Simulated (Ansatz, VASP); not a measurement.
Two plane-wave programs on HfGe3

```
Hf Ge
1.0
     4.18939    0.00000    0.00000
     0.00000    4.18939    0.00000
     0.00000    0.00000    4.18939
Hf Ge
1 3
Direct
  0.00000 0.00000 0.00000
  0.00000 0.50000 0.50000
  0.50000 0.50000 0.00000
  0.50000 0.00000 0.50000
```

Alike in both runs: task single point; functional PBE; k mesh 8 × 8 × 8; occupations gaussian, width 0.05 eV; no spin polarisation.

|  | VASP | Ansatz |
| --- | --- | --- |
| version | VASP 6.6.1 | Ansatz 0.2.0 |
| potentials or method | VASP PAW PBE potentials, release 64 (Hf_pv, Ge_d), cutoff 520 eV | scalar-relativistic, plane waves, PAW |
| valence electrons in the cell | 52 | 68 |

|  | VASP | Ansatz | Ansatz less VASP |
| --- | --- | --- | --- |
| gap on the k mesh at the Fermi level (eV) | none | none | - |
| pressure (GPa) | -0.3 | 0.0 | +0.26 |

A gap of «none» marks a metal or a gap that the smearing closes. VASP's potentials hold 52 valence electrons a cell and Ansatz's 68, so a difference there can come from the potentials and not from the codes.

Spin-orbit coupling is off throughout.
